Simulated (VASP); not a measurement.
A run of VASP 6.6.1:

The input INCAR:

```
PREC = Accurate
ENCUT = 520
EDIFF = 1E-6
ISMEAR = 0
SIGMA = 0.15
LREAL = False
LASPH = True
NELM = 80
ALGO = Normal
ISIF = 2
LWAVE = False
LCHARG = False
NBANDS = 11
```

Contents of KPOINTS:

```
Automatic mesh
0
Gamma
  26 26 26
```

The input POSCAR:

```
Si
1.0
   -2.3466792245      2.3466792245      1.3052992317
    2.3466792245     -2.3466792245      1.3052992317
    2.4181516881      2.4181516881     -1.3052992317
Si
2
Direct
    0.2500000000      0.7500000000      0.5000000000
    0.5000000000      0.5000000000      0.0000000000
```

Potentials or basis: VASP PAW LDA potentials, release 64 (Si).

Launch:

```console
$ cat potpaw_LDA.64/Si/POTCAR > POTCAR
$ mpirun -np 1 vasp_std > vasp.out
```

Hardware: 1 thread of Intel(R) Xeon(R) Platinum 8259CL CPU @ 2.50GHz (Skylake/Cascade Lake), with other jobs on the host.

Q: How long does it take, and how much memory?

A: Wall time 12 min on 1 thread of Intel(R) Xeon(R) Platinum 8259CL CPU @ 2.50GHz (Skylake/Cascade Lake), on a shared host, peak memory 0.66 GiB. Counts: scf iterations 10, k points 2471.
